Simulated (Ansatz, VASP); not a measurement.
## SrCl2: VASP beside Ansatz

```
Sr Cl
1.0
     0.00000    3.44120    3.44120
     3.44120    0.00000    3.44120
     3.44120    3.44120    0.00000
Sr Cl
1 2
Cartesian
  0.0000 0.0000 0.0000
  5.1618 5.1618 5.1618
  1.7206 1.7206 1.7206
```

Change from the starting cell: volume scaled by 0.96.

Alike in both runs: task single point; functional PBEsol; k mesh 7 × 7 × 7; occupations fermi-dirac, width 0.05 eV; no spin polarisation.

```csv
,VASP,Ansatz
version,VASP 6.6.1,Ansatz 0.2.0
potentials or method,"VASP PAW PBE potentials, release 64 (Sr_sv, Cl), cutoff 520 eV","all-electron LAPW, scalar-relativistic"
```

Ansatz gave:

| Quantity | Value |
| --- | --- |
| gap on the k mesh at the Fermi level (eV) | 5.33 |
| least direct gap on the mesh (eV) | 5.55 |
| pressure (GPa) | 0.4 |

**Question.** Which values does VASP return?

**Answer.** gap on the k mesh at the Fermi level (eV): 5.32; least direct gap on the mesh (eV): 5.55; pressure (GPa): 0.6.

VASP's potentials were made for PBE, not for PBEsol. Ansatz ran all-electron here, and VASP with PAW potentials.
